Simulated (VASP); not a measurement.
A run of VASP 6.6.1 is set up as follows.

File INCAR:

```
SYSTEM = Ta
ALGO     = Normal         ! electronic algorithm
EDIFF    = 1E-7           ! SCF threshold, eV
ENCUT    = 520            ! plane-wave cutoff, eV
GGA      = PS             ! functional
ISIF     = 2              ! what is computed and relaxed
ISMEAR   = 0              ! smearing method
ISYM     = 0            
LASPH    = .TRUE.         ! aspherical terms in the spheres
LCHARG   = .TRUE.         ! write CHGCAR
LELF     = .TRUE.         ! ELF
LREAL    = .FALSE.        ! projectors in reciprocal space
LVHAR    = .TRUE.       
LWAVE    = .FALSE.        ! write WAVECAR
NBANDS   = 12             ! bands
NELM     = 100            ! most SCF steps
PREC     = Accurate       ! precision mode
SIGMA    = 0.1            ! smearing width, eV
```

The input KPOINTS:

```
k-points
0
G
  12 12 14
  0 0 0
```

File POSCAR:

```
Ta
1.0
    2.8679136055      0.0000000000      0.0000000000
   -1.4339568027      2.4836860382      0.0000000000
    1.4339568027      0.8278953461      2.4964419528
Ta
1
Direct
    0.0000000000      0.0000000000      0.0000000000
```

Potentials or basis: VASP PAW PBE potentials, release 64 (Ta_pv).

Command:

```bash
$ cat potpaw_PBE.64/Ta_pv/POTCAR > POTCAR
$ mpirun -np 1 vasp_std > vasp.out
```

(1) Predict the pressure.

## Answers

(1) 5.0 GPa.

Caveat: the PAW data sets were made with another functional, which shifts forces and pressure a little.
